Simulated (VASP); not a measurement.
Wanted: the native input for a VASP 6.6.1 run.

```
Task                   : single point
Functional             : LDA
Potentials or basis    : VASP PAW LDA potentials, release 64 (As)
Cutoff                 : 520 eV
k mesh                 : 9 × 9 × 1
Occupations            : gaussian, width 0.02 eV
Spin                   : no spin polarisation
Dipole correction      : yes
Further INCAR settings : ALGO = Normal; EDIFF = 1e-06; NBANDS = 12
```

The structure of As lies in POSCAR:

```
As
1.0
    3.4630000000      0.0000000000      0.0000000000
   -1.7315000000      2.9990459733      0.0000000000
    0.0000000000      0.0000000000     28.0000000000
As
2
Direct
    0.3333333333      0.6666666667      0.5370000000
    0.6666666667      0.3333333333      0.4630000000
```

These files were run (other wordings do the same):

INCAR

```
SYSTEM = As
PREC = Accurate
ENCUT = 520
EDIFF = 1E-6
ISMEAR = 0
SIGMA = 0.02
LREAL = .FALSE.
LASPH = .TRUE.
NELM = 80
ALGO = Normal
ISIF = 2
LWAVE = .FALSE.
LCHARG = .FALSE.
LDIPOL = .TRUE.
IDIPOL = 3
DIPOL = 0.5 0.5 0.500
NBANDS = 12
```

KPOINTS

```
Automatic mesh
0
G
  9 9 1
  0 0 0
```

Potentials or basis: VASP PAW LDA potentials, release 64 (As).

Run with:

```console
$ cat potpaw_LDA.64/As/POTCAR > POTCAR
$ mpirun -np 1 vasp_std > vasp.out
```

It gave:

The largest force is 2.943 eV/Å and the band gap on the k mesh is zero (band 5 reaches -1.61 eV, above the bottom of band 6 at -3.64 eV).

Wall time 28 s on 1 thread of Intel(R) Xeon(R) 6975P-C (Granite Rapids), on a shared host, peak memory 0.31 GiB.
